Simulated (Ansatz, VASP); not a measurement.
## KI: VASP beside Ansatz

```
K I
1.0
     4.20556    0.00000    0.00000
     0.00000    4.20556    0.00000
     0.00000    0.00000    4.20556
K I
1 1
Direct
  0.00000 0.00000 0.00000
  0.50000 0.50000 0.50000
```

Alike in both runs: functional BLYP; dispersion D3(BJ); k mesh 4 × 4 × 4; no spin polarisation.

Ansatz relaxed the structure, and its values are those at the end. VASP's run is a single point on that final structure, the one shown.

|  | VASP | Ansatz |
| --- | --- | --- |
| version | VASP 6.6.1 | Ansatz 0.2.0 |
| potentials or method | VASP PAW PBE potentials, release 64 (K_sv, I) | plane waves, PAW |
| plane-wave cutoff (eV) | 520 | 420 |
| occupations | gaussian, width 0.01 eV | fixed |
| valence electrons in the cell | 16 | 26 |

Ansatz gave:

```
pressure (GPa) : 0.0
```

Q: Estimate VASP's values.

A: Pressure (GPa): 0.1.

VASP's potentials were made for PBE, not for BLYP. VASP's potentials hold 16 valence electrons a cell and Ansatz's 26, so a difference there can come from the potentials and not from the codes.

Spin-orbit coupling is off throughout.
